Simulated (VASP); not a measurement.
Set up this calculation in VASP 6.6.1, as the native input.

```yaml
Task: single point
Functional: PBE
Potentials_or_basis: VASP PAW PBE potentials, release 64 (Rb_sv, Br, Ag)
Cutoff: 520 eV
k_mesh: 3 × 3 × 3
Occupations: gaussian, width 0.01 eV
Spin: no spin polarisation
Dipole_correction: no
Further_INCAR_settings: ALGO = Normal; EDIFF = 1e-06; NBANDS = 25
```

The structure of RbAgBr2 lies in POSCAR:

```
RbAgBr2
1.0
    4.5179929797      0.0000000000      0.0000000000
    0.0000000000      4.5179929797      0.0000000000
    0.0000000000      0.0000000000      6.3563246931
Rb Br Ag
1 2 1
Direct
    0.0000000000      0.0000000000      0.0000000000
    0.0000000000      0.0000000000      0.5000000000
    0.5000000000      0.5000000000      0.0000000000
    0.5000000000      0.5000000000      0.5000000000
```

One way to write it, as run:

INCAR

```
  PREC = Accurate
  ENCUT = 520
  EDIFF = 1E-6
  ISMEAR = 0
  SIGMA = 0.01
  LREAL = F
  LASPH = T
  NELM = 100
  ALGO = Normal
  ISIF = 2
  LWAVE = F
  LCHARG = F
  GGA = PE
  NBANDS = 25
```

KPOINTS

```
regular mesh
0
Gamma
  3 3 3
```

Potentials or basis: VASP PAW PBE potentials, release 64 (Rb_sv, Br, Ag).

Launch:

```bash
$ cat potpaw_PBE.64/Rb_sv/POTCAR potpaw_PBE.64/Br/POTCAR potpaw_PBE.64/Ag/POTCAR > POTCAR
$ mpirun -np 1 vasp_std > vasp.out
```

It gave:

```yaml
Pressure: 0.9 GPa
Band_gap_on_the_k_mesh: 1.48 eV, indirect (least direct gap 1.82 eV)
```

Caveat: the k points lie up to 0.46 Å⁻¹ apart.

Wall time 13 s on 1 thread of Intel(R) Xeon(R) 6975P-C (Granite Rapids) (shared host), peak memory 0.24 GiB.
